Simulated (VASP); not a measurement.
# Sn (Pm-3m) in VASP: further runs

Sn is run at these levels: revPBE; tasks: single point.

Program: VASP 6.6.1. These are calculated values, not measurements. Logs are shortened: lines on timing, memory, paths and dates and some standing lists are left out, and cuts for length are marked.

## 1. The cell of the first run

The structure is cubic, space group Pm-3m (No. 221). Conventional cell: a = 2.976 Å, b = 2.976 Å, c = 2.976 Å, α = 90.00°, β = 90.00°, γ = 90.00°. Within 3.9 Å of Sn (site symmetry m-3m) lie 6 Sn at 2.98 Å.

## 2. Single point, revPBE (volume scaled by 0.88)

Input file INCAR:

```
  PREC = Accurate
  ENCUT = 520
  EDIFF = 1E-6
  ISMEAR = -1
  SIGMA = 0.1
  LREAL = False
  LASPH = True
  NELM = 60
  ALGO = Normal
  ISIF = 2
  LWAVE = False
  LCHARG = False
  GGA = RE
  NBANDS = 13
```

Input file KPOINTS:

```
Automatic mesh
0
Gamma
  11 11 11
```

Input file POSCAR:

```
Sn
1.0
    2.9761894284      0.0000000000      0.0000000000
    0.0000000000      2.9761894284      0.0000000000
    0.0000000000      0.0000000000      2.9761894284
Sn
1
Direct
    0.0000000000      0.0000000000      0.0000000000
```

Potentials or basis: VASP PAW PBE potentials, release 64 (Sn_d).

Run with:

```
$ cat potpaw_PBE.64/Sn_d/POTCAR > POTCAR
$ mpirun -np 1 vasp_std > vasp.out
```

OUTCAR:

```text
PREC = Accurate
   ENCUT = 520
   EDIFF = 1E-6
   ISMEAR = -1
   LREAL = False
   LASPH = True
   NELM = 60
   ISIF = 2
   GGA = RE

 ion  position               nearest neighbor table
   1  0.000  0.000  0.000-

  LATTYP: Found a simple cubic cell.
 ALAT       =     2.9761894284

  Lattice vectors:

 A1 = (   2.9761894284,   0.0000000000,   0.0000000000)
 A2 = (   0.0000000000,   2.9761894284,   0.0000000000)
 A3 = (   0.0000000000,   0.0000000000,   2.9761894284)

Analysis of symmetry for initial positions (statically):
=====================================================================
 Subroutine PRICEL returns:
 Original cell was already a primitive cell.

 Routine SETGRP: Setting up the symmetry group for a
 simple cubic supercell.

 Subroutine GETGRP returns: Found 48 space group operations
 (whereof 48 operations were pure point group operations)
 out of a pool of 48 trial point group operations.

The static configuration has the point symmetry O_h .

Analysis of symmetry for dynamics (positions and initial velocities):
=====================================================================
 Subroutine PRICEL returns:
 Original cell was already a primitive cell.

 Routine SETGRP: Setting up the symmetry group for a
 simple cubic supercell.

 Subroutine GETGRP returns: Found 48 space group operations
 (whereof 48 operations were pure point group operations)
 out of a pool of 48 trial point group operations.

The dynamic configuration has the point symmetry O_h .

 Subroutine INISYM returns: Found 48 space group operations
 (whereof 48 operations are pure point group operations),
 and found     1 'primitive' translations

----------------------------------------------------------------------------------------

                                     Primitive cell

  volume of cell :      26.3622

  direct lattice vectors                    reciprocal lattice vectors
     2.976189428  0.000000000  0.000000000     0.336000118  0.000000000  0.000000000
     0.000000000  2.976189428  0.000000000     0.000000000  0.336000118  0.000000000
     0.000000000  0.000000000  2.976189428     0.000000000  0.000000000  0.336000118

  length of vectors
     2.976189428  2.976189428  2.976189428     0.336000118  0.336000118  0.336000118

  position of ions in fractional coordinates (direct lattice)
     0.000000000  0.000000000  0.000000000

  ion indices of the primitive-cell ions
   primitive index   ion index
                 1           1

----------------------------------------------------------------------------------------

 KPOINTS: Automatic mesh

Automatic generation of k-mesh.
 Grid dimensions read from file:
 generate k-points for:   11   11   11

 Generating k-lattice:

  Cartesian coordinates                     Fractional coordinates (reciprocal lattice)
     0.030545465  0.000000000  0.000000000     0.090909091  0.000000000  0.000000000
     0.000000000  0.030545465  0.000000000     0.000000000  0.090909091  0.000000000
     0.000000000  0.000000000  0.030545465     0.000000000  0.000000000  0.090909091

  Length of vectors
     0.030545465  0.030545465  0.030545465

  Shift w.r.t. Gamma in fractional coordinates (k-lattice)
     0.000000000  0.000000000  0.000000000

 Subroutine IBZKPT returns following result:
 ===========================================

 Found     56 irreducible k-points:

 Following reciprocal coordinates:
            Coordinates               Weight
  0.000000  0.000000  0.000000      1.000000
  0.090909  0.000000  0.000000      6.000000
  0.181818  0.000000  0.000000      6.000000
  0.272727  0.000000  0.000000      6.000000
  0.363636  0.000000  0.000000      6.000000
  0.454545  0.000000  0.000000      6.000000
[... 16 lines left out ...]
  0.181818  0.090909  0.090909     24.000000
  0.272727  0.090909  0.090909     24.000000
 [... further k-points ...]
   k-points           NKPTS =     56   k-points in BZ     NKDIM =     56   number of bands    NBANDS=     13
   number of dos      NEDOS =    301   number of ions     NIONS =      1
   total plane-waves  NPLWV =  13824
   dimension x,y,z NGX =    24 NGY =   24 NGZ =   24
   dimension x,y,z NGXF=    48 NGYF=   48 NGZF=   48
   ions per type =               1
   NGX,Y,Z   is equivalent  to a cutoff of  13.41, 13.41, 13.41 a.u.
   NGXF,Y,Z  is equivalent  to a cutoff of  26.81, 26.81, 26.81 a.u.
 SYSTEM =  unknown system
   PREC   = accura    normal or accurate (medium, high low for compatibility)
   ISTART =      0    job   : 0-new  1-cont  2-samecut
   ICHARG =      2    charge: 1-file 2-atom 10-const
   ISPIN  =      1    spin polarized calculation?
   LNONCOLLINEAR =      F non collinear calculations
   LSORBIT =      F    spin-orbit coupling
   LASPH  =      T    aspherical Exc in radial PAW
   ENCUT  =  520.0 eV  38.22 Ry    6.18 a.u.   5.53  5.53  5.53*2*pi/ulx,y,z
   NELM   =     60;   NELMIN=  2; NELMDL= -5     # of ELM steps
   EDIFF  = 0.1E-05   stopping-criterion for ELM
   LREAL  =      F    real-space projection
   EDIFFG = 0.1E-04   stopping-criterion for IOM
   NSW    =      0    number of steps for IOM
   IBRION =     -1    ionic relax: 0-MD 1-quasi-New 2-CG
   NFREE  =      0    steps in history (QN), initial steepest desc. (CG)
   ISIF   =      2    stress and relaxation
   ISYM   =      2    0-nonsym 1-usesym 2-fastsym
   POTIM  = 0.5000    time-step for ionic-motion
   TEBEG  =    0.0;   TEEND  =   0.0 temperature during run
   PSTRESS=    0.0 pullay stress
   NELECT =      14.0000    total number of electrons
   NUPDOWN=      -1.0000    fix difference up-down
   EMIN   =  10.00;   EMAX   =-10.00  energy-range for DOS
   EFERMI =   0.00;   METHOD = LEGACY
   ISMEAR =    -1;   SIGMA  =   0.10  broadening in eV -4-tet -1-fermi 0-gaus
   EFERMI_NEDOS =   21; number of points for ismear=-14 and -15
   IALGO  =     38    algorithm
   IMIX   =      4    mixing-type and parameters
     AMIX     =   0.40;   BMIX     =  1.00
     AMIX_MAG =   1.60;   BMIX_MAG =  1.00
  volume/ion in A,a.u.               =      26.36       177.90
  Fermi-wavevector in a.u.,A,eV,Ry     =   1.325736  2.505277 23.913260  1.757575
  Thomas-Fermi vector in A             =   2.455175
   LORBIT       =      0    0 simple, 1 ext, 2 COOP (PROOUT), +10 PAW based schemes
   GGA     = RE    functional components
   LHFCALC =     F    Hartree Fock is set to
   AEXX    =    0.0000 exact exchange contribution
   IVDW    =     0    specifies the selected vdW correction
   LEPSILON=     F    determine dielectric tensor
   LRPA    =     F    only Hartree local field effects (RPA)
 non-spin polarized calculation
  energy-cutoff  :      520.00
  volume of cell :       26.36
 maximum number of plane-waves:       739
 NGX is ok and might be reduce to    24
   NGX = 11   NGY = 11   NGZ = 11

 number of electron      13.9999994 magnetization

 Free energy of the ion-electron system (eV)
  ---------------------------------------------------
  ext. energy  EPLUGINS =         0.00000000
  ---------------------------------------------------
  free energy    TOTEN  =        -3.38046921 eV

  energy without entropy =       -3.35903936  energy(sigma->0) =       -3.36975429

 E-fermi :   8.2375     XC(G=0): -10.3375

 val. band max:        8.2331537484   @ k =   0.2727   0.2727   0.0909
 cond. band min:       8.2410418272   @ k =   0.4545   0.4545   0.3636
 fundamental gap:      0.0078880788
 Fermi energy:         8.2375457627

 k-point     1 :       0.0000    0.0000    0.0000
  band No.  band energies     occupation
      1     -13.4489      2.00000
      2     -13.4489      2.00000
      3     -12.9504      2.00000
      4     -12.9504      2.00000
      5     -12.9504      2.00000
      6      -3.0448      2.00000
      7      14.0472      0.00000
      8      14.0472      0.00000
      9      14.0472      0.00000
     10      17.3312      0.00000
     11      17.3312      0.00000
     12      19.0690      0.00000
     13      28.9415      0.00000

 k-point     2 :       0.0909    0.0000    0.0000
  band No.  band energies     occupation
      1     -13.4468      2.00000
      2     -13.4182      2.00000
      3     -12.9609      2.00000
      4     -12.9609      2.00000
      5     -12.9495      2.00000
      6      -2.9015      2.00000
      7      12.3397      0.00000
      8      14.2047      0.00000
      9      14.2047      0.00000
     10      17.4309      0.00000
     11      18.2475      0.00000
     12      20.1546      0.00000
     13      27.8620      0.00000

 k-point     3 :       0.1818    0.0000    0.0000
  band No.  band energies     occupation
      1     -13.4412      2.00000
      2     -13.3358      2.00000
      3     -12.9890      2.00000
      4     -12.9890      2.00000
      5     -12.9472      2.00000
      6      -2.4714      2.00000
      7       9.7558      0.00000
      8      14.6622      0.00000
      9      14.6622      0.00000
     10      17.7318      0.00000
     11      18.7306      0.00000
     12      23.1235      0.00000
     13      25.9810      0.00000
[... 305 lines left out ...]
 k-point    23 :       0.1818    0.0909    0.0909
  band No.  band energies     occupation
      1     -13.3941      2.00000
      2     -13.3159      2.00000
      3     -13.0006      2.00000
      4     -12.9991      2.00000
      5     -12.9683      2.00000
      6      -2.1858      2.00000
      7      10.0245      0.00000
      8      12.9107      0.00000
      9      13.2846      0.00000
     10      19.8494      0.00000
     11      20.5246      0.00000
     12      23.1061      0.00000
     13      24.2119      0.00000

 k-point    24 :       0.2727    0.0909    0.0909
  band No.  band energies     occupation
      1     -13.3871      2.00000
      2     -13.2063      2.00000
      3     -13.0386      2.00000
      4     -13.0366      2.00000
      5     -12.9650      2.00000
      6      -1.4749      2.00000
      7       7.5659      1.99758
      8      13.5832      0.00000
      9      13.9773      0.00000
     10      20.2576      0.00000
     11      20.6105      0.00000
     12      22.3774      0.00000
     13      23.4254      0.00000

 [... further k-points ...]
[... 5 lines left out ...]
  --------------------------------------------------------------------------------------
  -------------------------------------------------------------------------------------
  Total        1.3167388      1.3167388      1.3167388     -0.0000000     -0.0000000      0.0000000
  in kB       80.0255222     80.0255222     80.0255222     -0.0000000     -0.0000000      0.0000000
  external PRESSURE =      80.0255222 kB  Pullay stress =       0.0000000 kB

 VOLUME and BASIS-vectors are now :
 -----------------------------------------------------------------------------
  energy-cutoff  :      520.00
  volume of cell :       26.36
      direct lattice vectors                 reciprocal lattice vectors
     2.976189428  0.000000000  0.000000000     0.336000118  0.000000000  0.000000000
     0.000000000  2.976189428  0.000000000     0.000000000  0.336000118  0.000000000
     0.000000000  0.000000000  2.976189428     0.000000000  0.000000000  0.336000118

 POSITION                                       TOTAL-FORCE (eV/Angst)
 -----------------------------------------------------------------------------------
      0.00000      0.00000      0.00000         0.000000      0.000000      0.000000
 -----------------------------------------------------------------------------------
    total drift:                                0.000000     -0.000000      0.000000

  FREE ENERGIE OF THE ION-ELECTRON SYSTEM (eV)
  ---------------------------------------------------
  free  energy   TOTEN  =        -3.3804692147 eV

  energy  without entropy=       -3.3590393643  energy(sigma->0) =       -3.36975429
```

It took 17 s on 1 thread of Intel Xeon 8259CL, shared host; peak memory 0.14 GiB.

What came out:

```yaml
Free_energy: -3.3805 eV
Pressure: 8.0 GPa
Band_gap_on_the_k_mesh: zero (band 7 reaches 14.05 eV, above the bottom of band 8 at 6.35 eV)
```

Caveat: the PAW data sets were made with another functional, which shifts forces and pressure a little; spin-orbit coupling is left out, which moves the levels of the heavy elements.

## 3. Single point, revPBE (volume scaled by 0.92)

Input file INCAR:

```
PREC = Accurate
ENCUT = 520
EDIFF = 1E-6
ISMEAR = -1
SIGMA = 0.1
LREAL = F
LASPH = T
NELM = 100
ALGO = Normal
ISIF = 2
LWAVE = F
LCHARG = T
GGA = RE
LELF = T
LVHAR = T
NBANDS = 13
```

KPOINTS is that of step 2.

Input file POSCAR:

```
Sn
1.0
    3.0206167160      0.0000000000      0.0000000000
    0.0000000000      3.0206167160      0.0000000000
    0.0000000000      0.0000000000      3.0206167160
Sn
1
Direct
    0.0000000000      0.0000000000      0.0000000000
```

Potentials or basis: VASP PAW PBE potentials, release 64 (Sn_d).

Run with:

```
$ cat potpaw_PBE.64/Sn_d/POTCAR > POTCAR
$ mpirun -np 1 vasp_std > vasp.out
```

Run time: 15 s. Hardware: 1 thread of Intel Xeon 8259CL, shared host; peak memory 0.15 GiB.

It converged, with:

| Quantity | Value |
| --- | --- |
| Free energy | -3.4283 eV |
| Pressure | 4.9 GPa |
| Band gap on the k mesh | zero (band 7 reaches 13.32 eV, above the bottom of band 8 at 5.86 eV) |

Levels at points of the mesh, in eV from the Fermi level:
```
           k point  band 4  band 5  band 6  band 7  band 8  band 9  band 10  band 11
(0.00, 0.00, 0.00)  -21.18  -21.18  -10.95    5.63    5.63    5.63     8.90     8.90
```

Caveat: the PAW data sets were made with another functional, which shifts forces and pressure a little; spin-orbit coupling is left out, which moves the levels of the heavy elements.

(Part 1 of 2 ends here.)
